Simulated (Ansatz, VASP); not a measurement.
**One calculation of Zn, two programs**

File INCAR:

```
  PREC = Accurate
  ENCUT = 520
  EDIFF = 1E-6
  ISMEAR = 0
  SIGMA = 0.15
  LREAL = F
  LASPH = T
  NELM = 60
  ALGO = Fast
  ISIF = 2
  LWAVE = F
  LCHARG = F
  GGA = PS
  NBANDS = 19
```

File KPOINTS:

```
Automatic mesh
0
Gamma
  24 24 10
```

POSCAR

```
Zn
1.0
    2.7847139656      0.0000000000      0.0000000000
   -1.3923569828      2.4116330365      0.0000000000
    0.0000000000      0.0000000000      4.9467000000
Zn
2
Direct
    0.3333333333      0.6666666667      0.2500000000
    0.6666666667      0.3333333333      0.7500000000
```

Input for Ansatz:

```yaml
crystal:
  lattice:
    - [2.7847139656, 0.0, 0.0]
    - [-1.3923569828, 2.4116330365, 0.0]
    - [0.0, 0.0, 4.9467]
  atoms:
    - { symbol: Zn, position: [0.3333333333, 0.6666666667, 0.25] }
    - { symbol: Zn, position: [0.6666666667, 0.3333333333, 0.75] }
basis:
  ecutwfc: 420
kpoints:
  mp_grid: { grid: [24, 24, 10] }
hamiltonian:
  xc: pbesol
scf:
  occupations: { method: gaussian, width: 0.15 }
output:
  forces: true
  stress: true
  eigenvalues: true
```

Change from the starting cell: strain +0.0450 x Voigt [1, 1, 0, 0, 0, 0], atoms carried along.

Alike in both runs: task single point; functional PBEsol; k mesh 24 × 24 × 10; occupations gaussian, width 0.15 eV; no spin polarisation.

|  | VASP | Ansatz |
| --- | --- | --- |
| version | VASP 6.6.1 | Ansatz 0.2.0 |
| potentials or method | VASP PAW PBE potentials, release 64 (Zn), cutoff 520 eV | scalar-relativistic, plane waves, PAW |
| valence electrons in the cell | 24 | 24 |

Ansatz gave:

| Property | Result |
| --- | --- |
| gap on the k mesh at the Fermi level (eV) | none |
| pressure (GPa) | -9.8 |
| traceless stress, the component that is largest in VASP (GPa) | 1.73 |

Task: What did VASP give for the same quantities?

Result: gap on the k mesh at the Fermi level (eV): none; pressure (GPa): -9.5; traceless stress, the component that is largest in VASP (GPa): 1.67.

VASP's potentials were made for PBE, not for PBEsol. A gap of «none» marks a metal or a gap that the smearing closes.
